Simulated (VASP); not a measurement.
## GaN: single point with PBE

GaN:

```xyz
4
Lattice="3.2986 0.0000 0.0000 -1.6493 2.8567 0.0000 0.0000 0.0000 5.0487" Properties=species:S:1:pos:R:3 pbc="T T T"
Ga    0.0000    1.9045    0.0586
Ga    1.6493    0.9522    2.5830
N     0.0000    1.9045    1.8346
N     1.6493    0.9522    4.3590
```

This cell differs from its parent crystal: strained.

```
Program             : VASP 6.6.1
Task                : single point
Functional          : PBE
Potentials or basis : VASP PAW PBE potentials, release 64 (Ga_d, N)
Cutoff              : 520 eV
k mesh              : 12 × 12 × 6
Occupations         : gaussian, width 0.02 eV
Spin                : no spin polarisation
```

* Pressure: 4.3 GPa
* Largest force: 3.185 eV/Å
* Band gap on the k mesh: 1.61 eV, direct

Forces on the atoms (eV/Å):
```
Ga   0.000  0.000 -3.185
Ga   0.000  0.000 -3.185
N    0.000  0.000  3.185
N    0.000  0.000  3.185
```

Stress tensor (GPa, compression positive):
```
-10.73   0.00   0.00
  0.00 -10.73   0.00
  0.00   0.00  34.21
```

Levels at points of the mesh, in eV from the valence-band top:
| k point | band 14 | band 15 | band 16 | band 17 | band 18 | band 19 | band 20 | band 21 | band 22 | band 23 |
| --- | --- | --- | --- | --- | --- | --- | --- | --- | --- | --- |
| (0.00, 0.00, 0.00) | -1.34 | -1.34 | -0.31 | 0.00 | 0.00 | 1.61 | 3.66 | 9.14 | 9.14 | 9.29 |
| (0.50, 0.00, 0.00) | -4.64 | -4.45 | -2.84 | -2.54 | -0.61 | 4.61 | 5.30 | 6.00 | 8.22 | 9.31 |
| (0.00, 0.00, 0.50) | -3.85 | -0.69 | -0.69 | -0.69 | -0.69 | 3.74 | 3.74 | 8.86 | 8.86 | 9.71 |
| (0.50, 0.00, 0.50) | -6.35 | -1.87 | -1.87 | -1.85 | -1.85 | 4.20 | 4.20 | 7.75 | 7.75 | 9.98 |

Run time: 60 s on 1 thread of Intel(R) Xeon(R) 6975P-C (Granite Rapids), on a shared host, peak memory 0.22 GiB.

Caveat: the cell differs from its parent crystal (strained); forces of over 1 eV/Å act on the atoms, so gaps and moduli don't describe the material at rest.
